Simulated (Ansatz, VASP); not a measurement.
W: VASP beside Ansatz

Contents of POSCAR:

```
W
1.0
   -1.6152915324      1.6152915324      1.6152915324
    1.6152915324     -1.6152915324      1.6152915324
    1.6152915324      1.6152915324     -1.6152915324
W
1
Direct
    0.0000000000      0.0000000000      0.0000000000
```

The input INCAR.step1:

```
SYSTEM = W
  PREC = Accurate
  ENCUT = 520
  ISMEAR = 0
  SIGMA = 0.1
  LREAL = .FALSE.
  LASPH = .TRUE.
  NELM = 100
  NBANDS = 13
  GGA = PE
  ALGO = Normal
  EDIFF = 1E-4
  LWAVE = .TRUE.
  LCHARG = .FALSE.
```

INCAR.step2

```
SYSTEM = W
  PREC = Accurate
  ENCUT = 520
  EDIFF = 1E-6
  ISMEAR = 0
  SIGMA = 0.1
  LREAL = .FALSE.
  LASPH = .TRUE.
  NELM = 100
  ALGO = Normal
  ISIF = 2
  LWAVE = .FALSE.
  LCHARG = .FALSE.
  METAGGA = R2SCAN
  LMIXTAU = .TRUE.
  NBANDS = 13
  ISTART = 1
```

Contents of KPOINTS:

```
Automatic mesh
0
G
  18 18 18
  0 0 0
```

Input for Ansatz:

```yaml
crystal:
  lattice:
    - [-1.6152915324, 1.6152915324, 1.6152915324]
    - [1.6152915324, -1.6152915324, 1.6152915324]
    - [1.6152915324, 1.6152915324, -1.6152915324]
  atoms:
    - { symbol: W, position: [0.0, 0.0, 0.0] }
basis:
  ecutwfc: 500
kpoints:
  mp_grid: { grid: [18, 18, 18] }
hamiltonian:
  xc: r2scan
scf:
  occupations: { method: gaussian, width: 0.1 }
output:
  forces: true
  stress: true
  eigenvalues: true
```

Alike in both runs: task single point; functional r2SCAN; k mesh 18 × 18 × 18; occupations gaussian, width 0.1 eV; no spin polarisation.

```csv
,VASP,Ansatz
version,VASP 6.6.1,Ansatz 0.2.0
potentials or method,"VASP PAW PBE potentials, release 64 (W_sv), cutoff 520 eV","scalar-relativistic, plane waves, PAW"
valence electrons in the cell,14,14
```

Ansatz gave:

```
gap on the k mesh at the Fermi level (eV) : none
pressure (GPa)                            : -16.3
```

What did VASP give for the same quantities?

gap on the k mesh at the Fermi level (eV): none; pressure (GPa): -15.4.

VASP's potentials were made for PBE, not for r2SCAN. A gap of «none» marks a metal or a gap that the smearing closes.

Neither program's run includes spin-orbit coupling.
